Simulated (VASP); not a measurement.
# Si in VASP: relaxation of the atoms with PBE

Aim: the relaxation of the atoms of Si with PBE.

Everything below comes from runs of VASP 6.6.1. Logs are shortened: lines on timing, memory, paths and dates and some standing lists are left out, and cuts for length are marked.

## Step 1: The cell of the first run

The cell holds a slab with vacuum, 5 atoms: a = 2.738 Å, b = 2.738 Å, c = 24.941 Å, α = 90.00°, β = 90.00°, γ = 120.00°.

## Step 2: Relaxation of the atoms, PBE

Contents of INCAR:

```
PREC = Accurate
ENCUT = 520
EDIFF = 1E-7
ISMEAR = -1
SIGMA = 0.05
LREAL = F
LASPH = T
NELM = 60
ALGO = Normal
ISIF = 2
LWAVE = F
LCHARG = F
LDIPOL = T
IDIPOL = 3
DIPOL = 0.5 0.5 0.500
GGA = PE
IBRION = 2
NSW = 60
EDIFFG = -0.01
```

Contents of KPOINTS:

```
regular mesh
0
Gamma
  14 14 1
```

Contents of POSCAR:

```
Si
1.0
    2.7375048443      0.0000000000      0.0000000000
   -1.3687524222      2.3707487382      0.0000000000
    0.0000000000      0.0000000000     24.9407000000
Si
5
Direct
    0.8333333330      0.1666666670      0.3207617795
    0.1666666670      0.8333333330      0.4103808895
    0.5000000000      0.5000000000      0.5000000000
    0.8333333330      0.1666666670      0.5896191105
    0.1666666670      0.8333333330      0.6792382205
```

Potentials or basis: VASP PAW PBE potentials, release 64 (Si).

Started as:

```console
> cat potpaw_PBE.64/Si/POTCAR > POTCAR
> mpirun -np 1 vasp_std > vasp.out
```

OUTCAR:

```text
PREC = Accurate
   ENCUT = 520
   EDIFF = 1E-7
   ISMEAR = -1
   LREAL = F
   LASPH = T
   NELM = 60
   ISIF = 2
   GGA = PE
   IBRION = 2
   NSW = 60
   EDIFFG = -0.01

 ion  position               nearest neighbor table
   1  0.833  0.167  0.321-   2 2.74   2 2.74   2 2.74
   2  0.167  0.833  0.410-   1 2.74   1 2.74   1 2.74   3 2.74   3 2.74   3 2.74
   3  0.500  0.500  0.500-   2 2.74   4 2.74   2 2.74   4 2.74   2 2.74   4 2.74
   4  0.833  0.167  0.590-   5 2.74   5 2.74   5 2.74   3 2.74   3 2.74   3 2.74
   5  0.167  0.833  0.679-   4 2.74   4 2.74   4 2.74

  LATTYP: Found a hexagonal cell.
 ALAT       =     2.7375048443
 C/A-ratio  =     9.1107418684

  Lattice vectors:

 A1 = (   2.7375048443,   0.0000000000,   0.0000000000)
 A2 = (  -1.3687524222,   2.3707487382,   0.0000000000)
 A3 = (   0.0000000000,   0.0000000000,  24.9407000000)

Analysis of symmetry for initial positions (statically):
=====================================================================
 Subroutine PRICEL returns:
 Original cell was already a primitive cell.

 Routine SETGRP: Setting up the symmetry group for a
 hexagonal supercell.

 Subroutine GETGRP returns: Found 12 space group operations
 (whereof  4 operations were pure point group operations)
 out of a pool of 24 trial point group operations.

The static configuration has the point symmetry C_2h.
 The point group associated with its full space group is D_3d.

Analysis of symmetry for dynamics (positions and initial velocities):
=====================================================================
 Subroutine PRICEL returns:
 Original cell was already a primitive cell.

 Routine SETGRP: Setting up the symmetry group for a
 hexagonal supercell.

 Subroutine GETGRP returns: Found 12 space group operations
 (whereof  4 operations were pure point group operations)
 out of a pool of 24 trial point group operations.

The dynamic configuration has the point symmetry C_2h.
 The point group associated with its full space group is D_3d.

 Subroutine INISYM returns: Found 12 space group operations
 (whereof  4 operations are pure point group operations),
 and found     1 'primitive' translations

----------------------------------------------------------------------------------------

[... 153 lines left out ...]
  Total       -0.6577458     -0.6577458     -1.3693360      0.0000000      0.0000000     -0.0000000
  in kB       -6.5105790     -6.5105790    -13.5541267      0.0000000      0.0000000     -0.0000000
  external PRESSURE =      -8.8584283 kB  Pullay stress =       0.0000000 kB
[... 98 lines left out ...]
  FREE ENERGIE OF THE ION-ELECTRON SYSTEM (eV)
  ---------------------------------------------------
  free  energy   TOTEN  =       -23.9882121346 eV

  energy  without entropy=      -23.9632354536  energy(sigma->0) =      -23.97572379

[... ionic steps 4 to 9 ...]

--------------------------------------- Ionic step       10  -------------------------------------------

 number of electron      20.0000000 magnetization

------------------------ aborting loop because EDIFF is reached ----------------------------------------
[... 34 lines left out ...]
--------------------------------------- Ionic step       11  -------------------------------------------

 number of electron      20.0000000 magnetization

 dipolmoment           0.000000      0.000000      0.000000 electrons x Angstroem

------------------------ aborting loop because EDIFF is reached ----------------------------------------

  FORCE on cell =-STRESS in cart. coord.  units (eV):
  Direction    XX          YY          ZZ          XY          YZ          ZX
  --------------------------------------------------------------------------------------
  -------------------------------------------------------------------------------------
  Total        0.3682184      0.3682184      0.1663664     -0.0000000      0.0000000     -0.0000000
  in kB        3.6447442      3.6447442      1.6467484     -0.0000000      0.0000000     -0.0000000
  external PRESSURE =       2.9787456 kB  Pullay stress =       0.0000000 kB
[... 26 lines left out ...]
--------------------------------------- Ionic step       12  -------------------------------------------

 number of electron      20.0000000 magnetization

 dipolmoment           0.000000      0.000000     -0.000000 electrons x Angstroem

 Free energy of the ion-electron system (eV)
  ---------------------------------------------------
  ext. energy  EPLUGINS =         0.00000000
  ---------------------------------------------------
  free energy    TOTEN  =       -24.01214727 eV

  energy without entropy =      -23.99964602  energy(sigma->0) =      -24.00589664

 E-fermi :   2.2115     XC(G=0):  -5.6176

 val. band max:        2.1930249011   @ k =   0.2857   0.1429   0.0000
 cond. band min:       2.2921948129   @ k =   0.3571   0.1429   0.0000
 fundamental gap:      0.0991699118
 Fermi energy:         2.2114674984

 k-point     1 :       0.0000    0.0000    0.0000
  band No.  band energies     occupation
      1     -12.2582      2.00000
      2     -11.5214      2.00000
      3     -10.1529      2.00000
      4      -8.3134      2.00000
      5      -6.1611      2.00000
      6      -3.4681      2.00000
      7      -0.6703      2.00000
      8       2.3212      0.20029
      9       4.8808      0.00000
     10       6.1425      0.00000
     11       6.5173      0.00000
     12       7.7473      0.00000
     13       7.9878      0.00000
     14      10.1785      0.00000
[... 379 lines left out ...]
      3      -3.8812      2.00000
      4      -3.5146      2.00000
      5      -2.7556      2.00000
      6      -2.5137      2.00000
      7      -2.0496      2.00000
      8      -1.9051      2.00000
      9      -0.6596      2.00000
     10      -0.5386      2.00000
     11      -0.2197      2.00000
     12       1.0887      2.00000
     13       1.6189      1.99999
     14       1.6573      1.99997

------------------------ aborting loop because EDIFF is reached ----------------------------------------

 vacuum level on the upper side and lower side of the slab       (xc-potential included)        -0.012        -0.012

  FORCE on cell =-STRESS in cart. coord.  units (eV):
  Direction    XX          YY          ZZ          XY          YZ          ZX
  --------------------------------------------------------------------------------------
  -------------------------------------------------------------------------------------
  Total        0.3541022      0.3541022      0.0140997     -0.0000000      0.0000000      0.0000000
  in kB        3.5050169      3.5050169      0.1395637     -0.0000000      0.0000000      0.0000000
  external PRESSURE =       2.3831992 kB  Pullay stress =       0.0000000 kB
[... 20 lines left out ...]
  FREE ENERGIE OF THE ION-ELECTRON SYSTEM (eV)
  ---------------------------------------------------
  free  energy   TOTEN  =       -24.0121472657 eV

  energy  without entropy=      -23.9996460178  energy(sigma->0) =      -24.00589664

 reached required accuracy - stopping structural energy minimisation

 vacuum level on the upper side and lower side of the slab         6.423         6.423
```

OSZICAR:

```text
N       E                     dE             d eps       ncg     rms          rms(c)
DAV:   1     0.843332641861E+02    0.84333E+02   -0.73409E+03   672   0.110E+03
DAV:   2    -0.188197828207E+02   -0.10315E+03   -0.95258E+02   914   0.180E+02
DAV:   3    -0.241793130078E+02   -0.53595E+01   -0.52179E+01   922   0.420E+01
[... 136 lines left out ...]
DAV:   2    -0.240121734265E+02   -0.11900E-03   -0.18971E-03   888   0.294E-01    0.210E-02
DAV:   3    -0.240121531058E+02    0.20321E-04   -0.41187E-04   878   0.120E-01    0.163E-02
DAV:   4    -0.240121470920E+02    0.60137E-05   -0.55109E-05   880   0.520E-02    0.799E-03
DAV:   5    -0.240121472643E+02   -0.17228E-06   -0.10713E-05   926   0.202E-02    0.663E-03
DAV:   6    -0.240121472657E+02   -0.14319E-08   -0.80951E-07   836   0.609E-03
  12 F= -.24012147E+02 E0= -.24005897E+02  d E =-.585192E-04
```

Run time: 4.8 min. Hardware: 1 thread of Intel Xeon Platinum 8488C (Sapphire Rapids), shared host; peak memory 0.27 GiB.

Results:

| Property | Result |
| --- | --- |
| Free energy | -24.0121 eV |
| Energy gained by relaxing | 7.5 meV/atom |
| Ionic steps | 12 |

Forces on the atoms (eV/Å):
```
Si   0.000  0.000 -0.001
Si   0.000  0.000 -0.002
Si   0.000  0.000  0.000
Si   0.000  0.000  0.002
Si   0.000  0.000  0.001
```

Step by step:
```csv
step,energy change (eV),largest force (eV/Å),pressure (GPa)
1,0.0000,0.2249,-0.89
2,-0.0061,0.1811,-0.79
3,-0.0134,0.0642,-0.54
4,-0.0135,0.0762,-0.50
5,-0.0148,0.0776,-0.47
6,-0.0190,0.0777,-0.36
7,-0.0281,0.0774,-0.16
8,-0.0371,0.0270,0.25
9,-0.0372,0.0183,0.20
10,-0.0372,0.0175,0.21
11,-0.0370,0.0372,0.30
12,-0.0373,0.0022,0.24
```

Final structure:
```
Si
1.0
     2.73750    0.00000    0.00000
    -1.36875    2.37075    0.00000
     0.00000    0.00000   24.94070
Si
5
Direct
  0.83333 0.16667 0.32740
  0.16667 0.83333 0.41307
  0.50000 0.50000 0.50000
  0.83333 0.16667 0.58693
  0.16667 0.83333 0.67260
```

Caveat: the bands computed are all filled at some k points, so no gap is given.
